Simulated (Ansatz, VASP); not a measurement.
## Two plane-wave programs on W

```
W
1.0
    -1.66119    1.66119    1.53341
     1.66119   -1.66119    1.53341
     1.66119    1.66119   -1.53341
W
1
Direct
  0.00000 0.00000 0.00000
```

Change from the starting cell: strain +0.040 along x and y, -0.040 along z, atoms carried along.

Alike in both runs: task single point; functional r2SCAN; k mesh 14 × 14 × 14; occupations gaussian, width 0.15 eV; no spin polarisation.

|  | VASP | Ansatz |
| --- | --- | --- |
| version | VASP 6.6.1 | Ansatz 0.2.0 |
| potentials or method | VASP PAW PBE potentials, release 64 (W_sv), cutoff 520 eV | scalar-relativistic, plane waves, PAW |
| valence electrons in the cell | 14 | 14 |

Ansatz gave:

```
gap on the k mesh at the Fermi level (eV)                     : none
pressure (GPa)                                                : -16.4
traceless stress, the component that is largest in VASP (GPa) : 16.67
```

Question: What did VASP give for the same quantities?

Answer: gap on the k mesh at the Fermi level (eV): none; pressure (GPa): -15.5; traceless stress, the component that is largest in VASP (GPa): 16.64.

VASP's potentials were made for PBE, not for r2SCAN. A gap of «none» marks a metal or a gap that the smearing closes. The functional is the same, so the differences come from potentials, cutoffs and numerics.

Spin-orbit coupling is off throughout.
